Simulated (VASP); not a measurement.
# HfNbSe4 (F-43m) in VASP: further runs

HfNbSe4 is run at these levels: PBE; tasks: single point, relaxation of cell and atoms.

All numbers are computed with VASP 6.6.1; they aren't measurements. Logs are shortened: lines on timing, memory, paths and dates and some standing lists are left out, and cuts for length are marked.

**1. The cell of the first run**

The structure is cubic, space group F-43m (No. 216). The conventional cell has a = 7.852 Å, b = 7.852 Å, c = 7.852 Å, α = 90.00°, β = 90.00°, γ = 90.00°. Hf (site symmetry -43m) has 12 Se at 3.26 Å and 4 Nb at 3.40 Å within 4.3 Å. Nb (site symmetry -43m) has 12 Se at 3.26 Å and 4 Hf at 3.40 Å within 4.3 Å. Within 3.7 Å of Se (site symmetry 3m) lie 6 Se at 2.77 to 2.78 Å and 3 Nb at 3.26 Å and 3 Hf at 3.26 Å.

**2. Single point, PBE**

INCAR

```
SYSTEM = HfNbSe4
ALGO = Normal
EDIFF = 1E-6
ENCUT = 520
GGA = PE
ISIF = 2
ISMEAR = 0
LASPH = .True.
LCHARG = .True.
LELF = .True.
LREAL = .False.
LVHAR = .True.
LWAVE = .False.
NBANDS = 32
NELM = 100
PREC = Accurate
SIGMA = 0.1
```

KPOINTS

```
k-points
0
Gamma
  4 4 4
  0 0 0
```

POSCAR

```
HfNbSe4
1.0
    0.0000000000      3.9262395773      3.9262395773
    3.9262395773      0.0000000000      3.9262395773
    3.9262395773      3.9262395773      0.0000000000
Hf Nb Se
1 1 4
Direct
    0.0000000000      0.0000000000      0.0000000000
    0.7500000000      0.7500000000      0.7500000000
    0.8748196641      0.3750601120      0.3750601120
    0.3750601120      0.3750601120      0.3750601120
    0.3750601120      0.8748196641      0.3750601120
    0.3750601120      0.3750601120      0.8748196641
```

Potentials or basis: VASP PAW PBE potentials, release 64 (Hf_pv, Nb_sv, Se).

The run is started by

```bash
cat potpaw_PBE.64/Hf_pv/POTCAR potpaw_PBE.64/Nb_sv/POTCAR potpaw_PBE.64/Se/POTCAR > POTCAR
mpirun -np 1 vasp_std > vasp.out
```

OUTCAR:

```text
SYSTEM = HfNbSe4
   EDIFF = 1E-6
   ENCUT = 520
   GGA = PE
   ISIF = 2
   ISMEAR = 0
   LASPH = .True.
   LREAL = .False.
   NELM = 100
   PREC = Accurate

 ion  position               nearest neighbor table
   1  0.000  0.000  0.000-   3 3.26   5 3.26   3 3.26   6 3.26   5 3.26   6 3.26   4 3.26   4 3.26
                             4 3.26   3 3.26   5 3.26   6 3.26   2 3.40   2 3.40   2 3.40   2 3.40
   2  0.750  0.750  0.750-   1 3.40   1 3.40   1 3.40   1 3.40
   3  0.875  0.375  0.375-   4 2.77   5 2.77   6 2.77   4 2.78   6 2.78   5 2.78   1 3.26   1 3.26
                             1 3.26
   4  0.375  0.375  0.375-   3 2.77   5 2.77   6 2.77   6 2.78   5 2.78   3 2.78   1 3.26   1 3.26
                             1 3.26
   5  0.375  0.875  0.375-   3 2.77   4 2.77   6 2.77   6 2.78   4 2.78   3 2.78   1 3.26   1 3.26
                             1 3.26
   6  0.375  0.375  0.875-   3 2.77   4 2.77   5 2.77   4 2.78   5 2.78   3 2.78   1 3.26   1 3.26
                             1 3.26

  LATTYP: Found a face centered cubic cell.
 ALAT       =     7.8524791546

  Lattice vectors:

 A1 = (   0.0000000000,   3.9262395773,   3.9262395773)
 A2 = (   3.9262395773,   0.0000000000,   3.9262395773)
 A3 = (   3.9262395773,   3.9262395773,   0.0000000000)

Analysis of symmetry for initial positions (statically):
=====================================================================
 Subroutine PRICEL returns:
 Original cell was already a primitive cell.

 Routine SETGRP: Setting up the symmetry group for a
 face centered cubic supercell.

 Subroutine GETGRP returns: Found 24 space group operations
 (whereof 24 operations were pure point group operations)
 out of a pool of 48 trial point group operations.

The static configuration has the point symmetry T_d .

Analysis of symmetry for dynamics (positions and initial velocities):
=====================================================================
 Subroutine PRICEL returns:
 Original cell was already a primitive cell.

 Routine SETGRP: Setting up the symmetry group for a
 face centered cubic supercell.

 Subroutine GETGRP returns: Found 24 space group operations
 (whereof 24 operations were pure point group operations)
 out of a pool of 48 trial point group operations.

The dynamic configuration has the point symmetry T_d .

 Subroutine INISYM returns: Found 24 space group operations
 (whereof 24 operations are pure point group operations),
 and found     1 'primitive' translations

----------------------------------------------------------------------------------------

                                     Primitive cell

  volume of cell :     121.0488

  direct lattice vectors                    reciprocal lattice vectors
     0.000000000  3.926239577  3.926239577    -0.127348316  0.127348316  0.127348316
     3.926239577  0.000000000  3.926239577     0.127348316 -0.127348316  0.127348316
     3.926239577  3.926239577  0.000000000     0.127348316  0.127348316 -0.127348316

  length of vectors
     5.552541259  5.552541259  5.552541259     0.220573754  0.220573754  0.220573754

  position of ions in fractional coordinates (direct lattice)
     0.000000000  0.000000000  0.000000000
     0.750000000  0.750000000  0.750000000
     0.874819664  0.375060112  0.375060112
     0.375060112  0.375060112  0.375060112
     0.375060112  0.874819664  0.375060112
     0.375060112  0.375060112  0.874819664

  ion indices of the primitive-cell ions
   primitive index   ion index
                 1           1
                 2           2
                 3           3
                 4           4
                 5           5
                 6           6

----------------------------------------------------------------------------------------

 KPOINTS: k-points

Automatic generation of k-mesh.
 Grid dimensions read from file:
 generate k-points for:    4    4    4

 Generating k-lattice:

  Cartesian coordinates                     Fractional coordinates (reciprocal lattice)
    -0.031837079  0.031837079  0.031837079     0.250000000  0.000000000  0.000000000
     0.031837079 -0.031837079  0.031837079     0.000000000  0.250000000  0.000000000
     0.031837079  0.031837079 -0.031837079     0.000000000  0.000000000  0.250000000

  Length of vectors
     0.055143439  0.055143439  0.055143439

  Shift w.r.t. Gamma in fractional coordinates (k-lattice)
     0.000000000  0.000000000  0.000000000

 Subroutine IBZKPT returns following result:
 ===========================================

 Found      8 irreducible k-points:

 Following reciprocal coordinates:
            Coordinates               Weight
  0.000000  0.000000  0.000000      1.000000
  0.250000  0.000000  0.000000      8.000000
  0.500000  0.000000  0.000000      4.000000
  0.250000  0.250000  0.000000      6.000000
  0.500000  0.250000  0.000000     24.000000
 -0.250000  0.250000  0.000000     12.000000
  0.500000  0.500000  0.000000      3.000000
 -0.250000  0.500000  0.250000      6.000000
   k-points           NKPTS =      8   k-points in BZ     NKDIM =      8   number of bands    NBANDS=     32
   number of dos      NEDOS =    301   number of ions     NIONS =      6
   total plane-waves  NPLWV =  74088
   dimension x,y,z NGX =    42 NGY =   42 NGZ =   42
   dimension x,y,z NGXF=    84 NGYF=   84 NGZF=   84
   ions per type =               1   1   4
   NGX,Y,Z   is equivalent  to a cutoff of  12.58, 12.58, 12.58 a.u.
   NGXF,Y,Z  is equivalent  to a cutoff of  25.15, 25.15, 25.15 a.u.
 SYSTEM =  HfNbSe4
   PREC   = accura    normal or accurate (medium, high low for compatibility)
   ISTART =      0    job   : 0-new  1-cont  2-samecut
   ICHARG =      2    charge: 1-file 2-atom 10-const
   ISPIN  =      1    spin polarized calculation?
   LNONCOLLINEAR =      F non collinear calculations
   LSORBIT =      F    spin-orbit coupling
   LASPH  =      T    aspherical Exc in radial PAW
   ENCUT  =  520.0 eV  38.22 Ry    6.18 a.u.  10.32 10.32 10.32*2*pi/ulx,y,z
   NELM   =    100;   NELMIN=  2; NELMDL= -5     # of ELM steps
   EDIFF  = 0.1E-05   stopping-criterion for ELM
   LREAL  =      F    real-space projection
   EDIFFG = 0.1E-04   stopping-criterion for IOM
   NSW    =      0    number of steps for IOM
   IBRION =     -1    ionic relax: 0-MD 1-quasi-New 2-CG
   NFREE  =      0    steps in history (QN), initial steepest desc. (CG)
   ISIF   =      2    stress and relaxation
   ISYM   =      2    0-nonsym 1-usesym 2-fastsym
   POTIM  = 0.5000    time-step for ionic-motion
   TEBEG  =    0.0;   TEEND  =   0.0 temperature during run
   PSTRESS=    0.0 pullay stress
   NELECT =      47.0000    total number of electrons
   NUPDOWN=      -1.0000    fix difference up-down
   EMIN   =  10.00;   EMAX   =-10.00  energy-range for DOS
   EFERMI =   0.00;   METHOD = LEGACY
   ISMEAR =     0;   SIGMA  =   0.10  broadening in eV -4-tet -1-fermi 0-gaus
   EFERMI_NEDOS =   21; number of points for ismear=-14 and -15
   IALGO  =     38    algorithm
   IMIX   =      4    mixing-type and parameters
     AMIX     =   0.40;   BMIX     =  1.00
     AMIX_MAG =   1.60;   BMIX_MAG =  1.00
  volume/ion in A,a.u.               =      20.17       136.15
  Fermi-wavevector in a.u.,A,eV,Ry     =   1.194320  2.256937 19.407349  1.426400
  Thomas-Fermi vector in A             =   2.330313
   LORBIT       =      0    0 simple, 1 ext, 2 COOP (PROOUT), +10 PAW based schemes
   GGA     = PE    functional components
   LHFCALC =     F    Hartree Fock is set to
   AEXX    =    0.0000 exact exchange contribution
   IVDW    =     0    specifies the selected vdW correction
   LEPSILON=     F    determine dielectric tensor
   LRPA    =     F    only Hartree local field effects (RPA)
 non-spin polarized calculation
 Gauss-broadening in eV      SIGMA  =   0.10
  energy-cutoff  :      520.00
  volume of cell :      121.05
 maximum number of plane-waves:      3287
 NGX is ok and might be reduce to    42
   NGX = 21   NGY = 21   NGZ = 21

 number of electron      46.9999998 magnetization

 Free energy of the ion-electron system (eV)
  ---------------------------------------------------
  ext. energy  EPLUGINS =         0.00000000
  ---------------------------------------------------
  free energy    TOTEN  =       -29.63578977 eV

  energy without entropy =      -29.61065712  energy(sigma->0) =      -29.62322344

 E-fermi :   7.2974     XC(G=0): -11.0369

 val. band max:        7.2374322930   @ k =   0.2500   0.0000   0.0000
 cond. band min:       7.3610196570   @ k =   0.5000   0.2500   0.0000
 fundamental gap:      0.1235873640
 Fermi energy:         7.2974482781

 k-point     1 :       0.0000    0.0000    0.0000
  band No.  band energies     occupation
      1     -48.2896      2.00000
      2     -24.6165      2.00000
      3     -24.6165      2.00000
      4     -24.6165      2.00000
      5     -24.3055      2.00000
      6     -24.3055      2.00000
[... 24 lines left out ...]
     31       9.7881      0.00000
     32       9.7881      0.00000

 k-point     2 :       0.2500    0.0000    0.0000
  band No.  band energies     occupation
      1     -48.2896      2.00000
      2     -24.6182      2.00000
      3     -24.6182      2.00000
      4     -24.6167      2.00000
      5     -24.3069      2.00000
      6     -24.3039      2.00000
[... 24 lines left out ...]
     31       9.5743      0.00000
     32       9.5743      0.00000

 k-point     3 :       0.5000    0.0000    0.0000
  band No.  band energies     occupation
      1     -48.2896      2.00000
      2     -24.6199      2.00000
      3     -24.6199      2.00000
      4     -24.6171      2.00000
      5     -24.3082      2.00000
      6     -24.3023      2.00000
[... 24 lines left out ...]
     31       9.8005      0.00000
     32       9.8006      0.00000

 k-point     4 :       0.2500    0.2500    0.0000
  band No.  band energies     occupation
      1     -48.2896      2.00000
      2     -24.6204      2.00000
      3     -24.6204      2.00000
      4     -24.6136      2.00000
      5     -24.3101      2.00000
      6     -24.3020      2.00000
[... 24 lines left out ...]
     31       9.4810      0.00000
     32       9.4810      0.00000

 k-point     5 :       0.5000    0.2500    0.0000
  band No.  band energies     occupation
      1     -48.2896      2.00000
      2     -24.6241      2.00000
      3     -24.6221      2.00000
      4     -24.6117      2.00000
      5     -24.3124      2.00000
      6     -24.3005      2.00000
[... 24 lines left out ...]
     31       9.5455      0.00000
     32       9.5502      0.00000

 k-point     6 :      -0.2500    0.2500    0.0000
  band No.  band energies     occupation
      1     -48.2896      2.00000
      2     -24.6238      2.00000
      3     -24.6200      2.00000
      4     -24.6131      2.00000
      5     -24.3106      2.00000
      6     -24.3023      2.00000
[... 24 lines left out ...]
     31       9.2671      0.00000
     32       9.5019      0.00000

 k-point     7 :       0.5000    0.5000    0.0000
  band No.  band energies     occupation
      1     -48.2896      2.00000
      2     -24.6242      2.00000
      3     -24.6242      2.00000
      4     -24.6106      2.00000
      5     -24.3147      2.00000
      6     -24.2987      2.00000
[... 24 lines left out ...]
     31       9.8711      0.00000
     32       9.8711      0.00000

 k-point     8 :      -0.2500    0.5000    0.2500
  band No.  band energies     occupation
      1     -48.2896      2.00000
      2     -24.6249      2.00000
      3     -24.6242      2.00000
      4     -24.6099      2.00000
      5     -24.3140      2.00000
      6     -24.2993      2.00000
[... 24 lines left out ...]
     31       9.8044      0.00000
     32       9.8975      0.00000

------------------------ aborting loop because EDIFF is reached ----------------------------------------

  FORCE on cell =-STRESS in cart. coord.  units (eV):
  Direction    XX          YY          ZZ          XY          YZ          ZX
  --------------------------------------------------------------------------------------
  -------------------------------------------------------------------------------------
  Total       -0.1872309     -0.1872309     -0.1872309      0.0000000     -0.0000000     -0.0000000
  in kB       -2.4781512     -2.4781512     -2.4781512      0.0000000     -0.0000000     -0.0000000
  external PRESSURE =      -2.4781512 kB  Pullay stress =       0.0000000 kB

 VOLUME and BASIS-vectors are now :
 -----------------------------------------------------------------------------
  energy-cutoff  :      520.00
  volume of cell :      121.05
      direct lattice vectors                 reciprocal lattice vectors
     0.000000000  3.926239577  3.926239577    -0.127348316  0.127348316  0.127348316
     3.926239577  0.000000000  3.926239577     0.127348316 -0.127348316  0.127348316
     3.926239577  3.926239577  0.000000000     0.127348316  0.127348316 -0.127348316

 POSITION                                       TOTAL-FORCE (eV/Angst)
 -----------------------------------------------------------------------------------
      0.00000      0.00000      0.00000        -0.000000     -0.000000     -0.000000
      5.88936      5.88936      5.88936        -0.000000     -0.000000     -0.000000
      2.94515      4.90733      4.90733         0.034964     -0.034964     -0.034964
      2.94515      2.94515      2.94515         0.034964      0.034964      0.034964
      4.90733      2.94515      4.90733        -0.034964      0.034964     -0.034964
      4.90733      4.90733      2.94515        -0.034964     -0.034964      0.034964
 -----------------------------------------------------------------------------------
    total drift:                               -0.000000     -0.000000     -0.000000

  FREE ENERGIE OF THE ION-ELECTRON SYSTEM (eV)
  ---------------------------------------------------
  free  energy   TOTEN  =       -29.6357897651 eV

  energy  without entropy=      -29.6106571188  energy(sigma->0) =      -29.62322344
```

Wall time 34 s (1 thread of Intel Xeon 6975P-C (Granite Rapids), shared host); peak memory 0.26 GiB.

Results:

```
Free energy   : -29.6358 eV
Pressure      : -0.2 GPa
Largest force : 0.061 eV/Å
```

Forces on the atoms (eV/Å):
```
Hf   0.000  0.000  0.000
Nb   0.000  0.000  0.000
Se   0.035 -0.035 -0.035
Se   0.035  0.035  0.035
Se  -0.035  0.035 -0.035
Se  -0.035 -0.035  0.035
```

Caveat: spin-orbit coupling is left out, which moves the levels of the heavy elements.

[end of part 1 of 2]
